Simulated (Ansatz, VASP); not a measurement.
**SiW3 in VASP and in Ansatz**

```
CELL_PARAMETERS angstrom
0.00000 3.22371 3.22371
3.22371 0.00000 3.22371
3.22371 3.22371 0.00000
ATOMIC_POSITIONS crystal
Si 0.00000 0.00000 0.00000
W 0.75000 0.75000 0.75000
W 0.50000 0.50000 0.50000
W 0.25000 0.25000 0.25000
```

Alike in both runs: task single point; functional PBE; k mesh 6 × 6 × 6; occupations gaussian, width 0.1 eV; no spin polarisation.

|  | VASP | Ansatz |
| --- | --- | --- |
| version | VASP 6.6.1 | Ansatz 0.2.0 |
| potentials or method | VASP PAW PBE potentials, release 64 (Si, W_sv), cutoff 520 eV | scalar-relativistic, plane waves, PAW |
| valence electrons in the cell | 46 | 46 |

```tsv
	VASP	Ansatz	Ansatz less VASP
gap on the k mesh at the Fermi level (eV)	none	none	-
pressure (GPa)	-20.5	-20.6	-0.14
```

A gap of «none» marks a metal or a gap that the smearing closes.

Spin-orbit coupling is off throughout.
